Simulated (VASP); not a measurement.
Crystal: Se.

```
CELL_PARAMETERS angstrom
2.79245 0.00000 0.00000
0.00000 2.79245 0.00000
0.00000 0.00000 2.79245
ATOMIC_POSITIONS crystal
Se 0.00000 0.00000 0.00000
```

Base run:

```yaml
Program: VASP 6.6.1
Functional: PBEsol
Potentials_or_basis: VASP PAW PBE potentials, release 64 (Se)
Cutoff: 520 eV
k_mesh: 8 × 8 × 8
Occupations: fermi-dirac, width 0.1 eV
Spin: no spin polarisation
```

Its results: band gap on the k mesh zero (band 3 reaches 8.01 eV, above the bottom of band 4 at 1.57 eV); pressure 0.1 GPa.

Task: The run is repeated on the same cell with these changes: k mesh from 8 × 8 × 8 to 11 × 11 × 11; further incar settings from ALGO = Normal; EDIFF = 1e-06; NBANDS = 9 to ALGO = Normal; EDIFF = 1e-07; NBANDS = 9. What comes out?

Result: Band gap on the k mesh zero (band 3 reaches 7.96 eV, above the bottom of band 4 at 1.65 eV); pressure -0.4 GPa.

Caveats: the PAW data sets were made with another functional, which shifts forces and pressure a little.
